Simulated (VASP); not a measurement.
# H4C2O in VASP: a series of runs

H4C2O is run at these levels: PBE+D3(BJ); tasks: single point.

All numbers are computed with VASP 6.6.1; they aren't measurements. Logs are shortened: lines on timing, memory, paths and dates and some standing lists are left out, and cuts for length are marked.

## Step 1: The cell of the first run

The cell holds an amorphous packing of atoms, 28 atoms: a = 8.569 Å, b = 8.569 Å, c = 8.569 Å, α = 90.00°, β = 90.00°, γ = 90.00°.

## Step 2: Single point, PBE+D3(BJ)

INCAR reads:

```
PREC = Accurate
ENCUT = 520
EDIFF = 1E-6
ISMEAR = -1
SIGMA = 0.02
LREAL = Auto
LASPH = T
NELM = 60
ALGO = Normal
ISIF = 2
LWAVE = F
LCHARG = F
GGA = PE
IVDW = 12
NBANDS = 56
```

KPOINTS reads:

```
Automatic mesh
0
Gamma
  1 1 1
```

POSCAR reads:

```
H4C2O
1.0
    8.5689890000      0.0000000000      0.0000000000
    0.0000000000      8.5689890000      0.0000000000
    0.0000000000      0.0000000000      8.5689890000
O C H
4 8 16
Direct
    0.6575104718      0.0715136873     -0.1193489687
    0.5492246518      0.9047041605      0.4523637503
    0.2591787666      0.9169693181      0.6792749997
    0.0002217298      0.4458985768      0.6137013363
    0.6173190326     -0.0018905381     -0.2241571322
    0.5447083664      0.8751207406      0.3249624897
    0.1988916079      0.9112510239      0.5601944407
   -0.0968609016      0.5052521365      0.6839429949
    0.4140978592      0.4706622917      0.6192562506
    0.2040147327      0.5984019818      0.0455362937
    0.6722029868      0.4913765206      0.2158130907
    0.1535537039      0.1945387023      0.2763919991
    0.3201194447      0.5015177403      0.5448367363
    0.4134910198      0.5497848113      0.7134797349
    0.5274017740      0.4830091391      0.5586306623
    0.3746066193      0.3557362485      0.6548147045
    0.1106664975      0.6837212651      0.0224063772
    0.3167118081      0.6501583792      0.0639748750
    0.1901741267      0.5221736193     -0.0596336394
    0.1628313445      0.5300158513      0.1396897580
    0.6383016713      0.3698219241      0.1976779291
    0.5986470516      0.5806519299      0.1745480126
    0.7840248132      0.5062324155      0.1488040188
    0.6941425645      0.5076094741      0.3457700786
    0.2383244978      0.2587819870      0.3445680698
    0.1524800650      0.2437160323      0.1605440268
    0.0428872064      0.1917262351      0.3532855510
    0.1920529948      0.0663088726      0.2662741194
```

Potentials or basis: VASP PAW PBE potentials, release 64 (O, C, H).

Command:

```console
cat potpaw_PBE.64/O/POTCAR potpaw_PBE.64/C/POTCAR potpaw_PBE.64/H/POTCAR > POTCAR
mpirun -np 1 vasp_gam > vasp.out
```

OUTCAR:

```text
PREC = Accurate
   ENCUT = 520
   EDIFF = 1E-6
   ISMEAR = -1
   LREAL = Auto
   LASPH = T
   NELM = 60
   ISIF = 2
   GGA = PE
   IVDW = 12
 IVDW          = 12

 ion  position               nearest neighbor table
   1  0.658  0.072  0.881-   5 1.15
   2  0.549  0.905  0.452-   6 1.12
   3  0.259  0.917  0.679-   7 1.14
   4  0.000  0.446  0.614-   8 1.15
   5  0.617  0.998  0.776-   1 1.15
   6  0.545  0.875  0.325-   2 1.12
   7  0.199  0.911  0.560-   3 1.14
   8  0.903  0.505  0.684-   4 1.15
   9  0.414  0.471  0.619-  14 1.05  13 1.06  16 1.08  15 1.11
  10  0.204  0.598  0.046-  20 1.06  18 1.07  17 1.10  19 1.12
  11  0.672  0.491  0.216-  22 1.05  21 1.09  23 1.12  24 1.14
  12  0.154  0.195  0.276-  26 1.08  25 1.08  28 1.15  27 1.15
  13  0.320  0.502  0.545-   9 1.06
  14  0.413  0.550  0.713-   9 1.05
  15  0.527  0.483  0.559-   9 1.11
  16  0.375  0.356  0.655-   9 1.08
  17  0.111  0.684  0.022-  10 1.10
  18  0.317  0.650  0.064-  10 1.07
[... 8 lines left out ...]
  27  0.043  0.192  0.353-  12 1.15
  28  0.192  0.066  0.266-  12 1.15

  LATTYP: Found a simple cubic cell.
 ALAT       =     8.5689890000

  Lattice vectors:

 A1 = (   8.5689890000,   0.0000000000,   0.0000000000)
 A2 = (   0.0000000000,   8.5689890000,   0.0000000000)
 A3 = (   0.0000000000,   0.0000000000,   8.5689890000)

Analysis of symmetry for initial positions (statically):
=====================================================================
 Subroutine PRICEL returns:
 Original cell was already a primitive cell.

 Routine SETGRP: Setting up the symmetry group for a
 simple cubic supercell.

 Subroutine GETGRP returns: Found  1 space group operations
 (whereof  1 operations were pure point group operations)
 out of a pool of 48 trial point group operations.

The static configuration has the point symmetry C_1 .

Analysis of symmetry for dynamics (positions and initial velocities):
=====================================================================
 Subroutine PRICEL returns:
 Original cell was already a primitive cell.

 Routine SETGRP: Setting up the symmetry group for a
 simple cubic supercell.

[... 130 lines left out ...]
   ENCUT  =  520.0 eV  38.22 Ry    6.18 a.u.  15.93 15.93 15.93*2*pi/ulx,y,z
   NELM   =     60;   NELMIN=  2; NELMDL= -5     # of ELM steps
   EDIFF  = 0.1E-05   stopping-criterion for ELM
   LREAL  =      T    real-space projection
   EDIFFG = 0.1E-04   stopping-criterion for IOM
   NSW    =      0    number of steps for IOM
   IBRION =     -1    ionic relax: 0-MD 1-quasi-New 2-CG
   NFREE  =      0    steps in history (QN), initial steepest desc. (CG)
   ISIF   =      2    stress and relaxation
   ISYM   =      2    0-nonsym 1-usesym 2-fastsym
   POTIM  = 0.5000    time-step for ionic-motion
   TEBEG  =    0.0;   TEEND  =   0.0 temperature during run
   PSTRESS=    0.0 pullay stress
   NELECT =      72.0000    total number of electrons
   NUPDOWN=      -1.0000    fix difference up-down
   EMIN   =  10.00;   EMAX   =-10.00  energy-range for DOS
   EFERMI =   0.00;   METHOD = LEGACY
   ISMEAR =    -1;   SIGMA  =   0.02  broadening in eV -4-tet -1-fermi 0-gaus
   EFERMI_NEDOS =   21; number of points for ismear=-14 and -15
   IALGO  =     38    algorithm
   IMIX   =      4    mixing-type and parameters
     AMIX     =   0.40;   BMIX     =  1.00
     AMIX_MAG =   1.60;   BMIX_MAG =  1.00
  volume/ion in A,a.u.               =      22.47       151.64
  Fermi-wavevector in a.u.,A,eV,Ry     =   0.794797  1.501948  8.594826  0.631702
  Thomas-Fermi vector in A             =   1.900999
   LORBIT       =      0    0 simple, 1 ext, 2 COOP (PROOUT), +10 PAW based schemes
   GGA     = PE    functional components
   LHFCALC =     F    Hartree Fock is set to
   AEXX    =    0.0000 exact exchange contribution
   IVDW    =    12    specifies the selected vdW correction
   LEPSILON=     F    determine dielectric tensor
   LRPA    =     F    only Hartree local field effects (RPA)
 non-spin polarized calculation
  energy-cutoff  :      520.00
  volume of cell :      629.20
 maximum number of plane-waves:      8440
 NGX is ok and might be reduce to    64
   NGX = 31   NGY = 31   NGZ = 31

 number of electron      71.9999988 magnetization

 Free energy of the ion-electron system (eV)
  ---------------------------------------------------
  ext. energy  EPLUGINS =         0.00000000
  ---------------------------------------------------
  free energy    TOTEN  =      -154.66519784 eV

  energy without entropy =     -154.66519784  energy(sigma->0) =     -154.66519784

 E-fermi :  -6.2532     XC(G=0):  -4.7523

 val. band max:       -6.7996367361   @ k =   0.0000   0.0000   0.0000
 cond. band min:      -0.5373055444   @ k =   0.0000   0.0000   0.0000
 fundamental gap:      6.2623311918
 Fermi energy:        -6.2531608178

 k-point     1 :       0.0000    0.0000    0.0000
  band No.  band energies     occupation
      1     -27.7021      2.00000
      2     -27.5129      2.00000
      3     -27.3865      2.00000
      4     -27.2109      2.00000
      5     -15.4246      2.00000
      6     -15.2980      2.00000
[... 40 lines left out ...]
     47       2.3524      0.00000
     48       2.4681      0.00000
 [bands above 48 left out]

------------------------ aborting loop because EDIFF is reached ----------------------------------------

 Edisp (eV)   -0.64998

 E8    (eV) :    -0.1431

  FORCE on cell =-STRESS in cart. coord.  units (eV):
  Direction    XX          YY          ZZ          XY          YZ          ZX
  --------------------------------------------------------------------------------------
  -------------------------------------------------------------------------------------
  Total      -0.68370     0.00041     2.49027    -1.26879    -0.66972     2.38488
  in kB      -1.74095     0.00104     6.34114    -3.23080    -1.70535     6.07279
  external pressure =        1.53 kB  Pullay stress =        0.00 kB

 VOLUME and BASIS-vectors are now :
 -----------------------------------------------------------------------------
  energy-cutoff  :      520.00
  volume of cell :      629.20
      direct lattice vectors                 reciprocal lattice vectors
     8.568989000  0.000000000  0.000000000     0.116699881  0.000000000  0.000000000
     0.000000000  8.568989000  0.000000000     0.000000000  0.116699881  0.000000000
     0.000000000  0.000000000  8.568989000     0.000000000  0.000000000  0.116699881

 POSITION                                       TOTAL-FORCE (eV/Angst)
 -----------------------------------------------------------------------------------
      5.63420      0.61280      7.54629        -0.184903     -0.307842     -0.473950
      4.70630      7.75240      3.87630         0.099250      0.552937      2.368054
      2.22090      7.85750      5.82070        -0.151317      0.010556     -0.136157
      0.00190      3.82090      5.25880        -0.217314      0.119765      0.166511
      5.28980      8.55279      6.64819         0.251612      0.363475      0.691943
      4.66760      7.49890      2.78460        -0.087139     -0.587895     -2.640936
[... 20 lines left out ...]
      0.36750      1.64290      3.02730         0.945336      0.296778     -1.496961
      1.64570      0.56820      2.28170        -0.272791      1.415232      0.136696
 -----------------------------------------------------------------------------------
    total drift:                               -0.025010      0.023582     -0.032781

  FREE ENERGIE OF THE ION-ELECTRON SYSTEM (eV)
  ---------------------------------------------------
  free  energy   TOTEN  =      -155.3151732740 eV

  energy  without entropy=     -155.3151732740  energy(sigma->0) =     -155.31517327
```

Run time: 39 s. Hardware: 1 thread of Intel Xeon 6975P-C (Granite Rapids), shared host; peak memory 0.51 GiB.

What came out:

```yaml
Free_energy: -155.3152 eV
Pressure: 0.2 GPa
Largest_force: 2.778 eV/Å
Band_gap_on_the_k_mesh: 6.26 eV
Dispersion_energy_per_atom: -0.023 eV
```

Forces in eV/Å, atoms in the order of the input:
```
O   -0.185 -0.308 -0.474
O    0.099  0.553  2.368
O   -0.151  0.011 -0.136
O   -0.217  0.120  0.167
C    0.252  0.363  0.692
C   -0.087 -0.588 -2.641
C    0.040 -0.067  0.241
C    0.193 -0.113 -0.165
C    0.418 -0.430 -0.683
C   -1.578 -0.118 -1.896
C    2.431 -0.730  1.128
C   -0.493 -2.107  1.458
H   -0.743  0.800 -1.134
H   -0.025  0.795  1.327
H   -0.399 -0.573  0.129
H    0.755 -0.584  0.367
H    0.346  0.437  0.275
H    0.500  0.140 -0.086
H    0.828  0.255  0.408
H   -0.097 -0.678  1.299
H   -0.556  0.103 -0.154
H   -1.376  0.694 -0.459
H   -0.405 -0.062  0.645
H   -0.051 -0.039 -1.177
H    0.529  0.118  0.249
H   -0.700  0.296 -0.385
H    0.945  0.297 -1.497
H   -0.273  1.415  0.137
```

Caveat: the k points lie up to 0.73 Å⁻¹ apart.

## Step 3: Single point, PBE+D3(BJ)

INCAR reads:

```
  PREC = Accurate
  ENCUT = 520
  EDIFF = 1E-6
  ISMEAR = -1
  SIGMA = 0.02
  LREAL = Auto
  LASPH = True
  NELM = 80
  ALGO = Normal
  ISIF = 2
  LWAVE = False
  LCHARG = False
  GGA = PE
  IVDW = 12
  NBANDS = 56
```

KPOINTS is that of step 2.

POSCAR reads:

```
H4C2O
1.0
    8.5689890000      0.0000000000      0.0000000000
    0.0000000000      8.5689890000      0.0000000000
    0.0000000000      0.0000000000      8.5689890000
O C H
4 8 16
Direct
    0.7093018791      0.0728323960     -0.1685496387
    0.5682350625      0.9565889278      0.3494577948
    0.2263044100      0.9137950813      0.7406241273
   -0.0801261386      0.4293622036      0.5991255211
    0.6096751904     -0.0101878996     -0.1572997701
    0.4858916262      0.8550016811      0.3866617170
    0.1635082038      0.9331555916      0.6272151826
   -0.1055200328      0.3193375555      0.6733466457
    0.4119739213      0.5039567678      0.6503917790
    0.2768237887      0.6488746805      0.0546155445
    0.7166306317      0.4798465723      0.2029994437
    0.1597504676      0.2317192845      0.2169567495
    0.3150896798      0.5504733406      0.5849231455
    0.5201547114      0.5666246041      0.6264099534
    0.4394100634      0.3768239170      0.6251729346
    0.3670327970      0.5115539301      0.7715029159
    0.3156148292      0.6623768568     -0.0717237471
    0.3670327970      0.7091268293      0.1340531538
    0.2651538005      0.5206448509      0.0669857319
    0.1673242899      0.7097336687      0.0595519495
    0.7378933501      0.4142262290      0.1004669279
    0.8072830996      0.5628201880      0.2288718074
    0.7397838882      0.3999421635      0.2994752356
    0.5982619420      0.5377530535      0.2074690491
    0.1296885782      0.3263862283      0.2874668178
    0.0863229023      0.1370756807      0.2348351713
    0.2857629996      0.2086593879      0.2335398027
    0.1596104278      0.2642552114      0.0902556883
```

Potentials or basis: VASP PAW PBE potentials, release 64 (O, C, H).

Command:

```console
cat potpaw_PBE.64/O/POTCAR potpaw_PBE.64/C/POTCAR potpaw_PBE.64/H/POTCAR > POTCAR
mpirun -np 1 vasp_gam > vasp.out
```

Wall time 41 s (1 thread of Intel Xeon 6975P-C (Granite Rapids), shared host); peak memory 0.51 GiB.

The run converged. Its results:

* Free energy: -155.2374 eV
* Pressure: 0.1 GPa
* Largest force: 3.502 eV/Å
* Band gap on the k mesh: 5.86 eV
* Dispersion energy per atom: -0.023 eV

Forces on the atoms (eV/Å):
```
O    2.580  2.110 -0.193
O   -1.361 -1.665  0.620
O    1.139 -0.337  2.106
O   -0.300 -1.239  0.834
C   -2.677 -2.231  0.282
C    1.379  1.689 -0.623
C   -1.175  0.367 -2.120
C    0.426  1.377 -0.924
C    0.112 -1.466  0.615
C    1.810  0.244 -1.155
C   -0.778  0.488  1.513
C    2.481  0.596 -2.399
H   -0.207 -0.032 -0.896
H   -0.056  0.394  0.304
H   -0.606  0.981  0.004
H    0.808 -0.002 -0.169
H   -0.068  0.183  1.179
H   -1.074 -1.010 -0.846
H    0.015  0.533  0.584
H   -0.728  0.159  0.370
H    0.125 -0.301 -1.293
H    0.467  0.883 -0.548
H   -0.757 -0.400  0.330
H    0.938 -0.693 -0.001
H   -0.602  1.548  0.963
H   -1.025 -1.797  0.411
H   -0.366 -0.409  0.429
H   -0.502  0.029  0.623
```

Stress tensor (GPa, compression positive):
```
0.09 0.43 0.27
0.43 0.07 0.09
0.27 0.09 0.22
```

Levels at points of the mesh, in eV from the valence-band top:
```tsv
k point	band 33	band 34	band 35	band 36	band 37	band 38	band 39	band 40
(0.00, 0.00, 0.00)	-0.41	-0.39	-0.35	0.00	5.86	5.95	6.03	6.08
```

Caveat: the k points lie up to 0.73 Å⁻¹ apart.
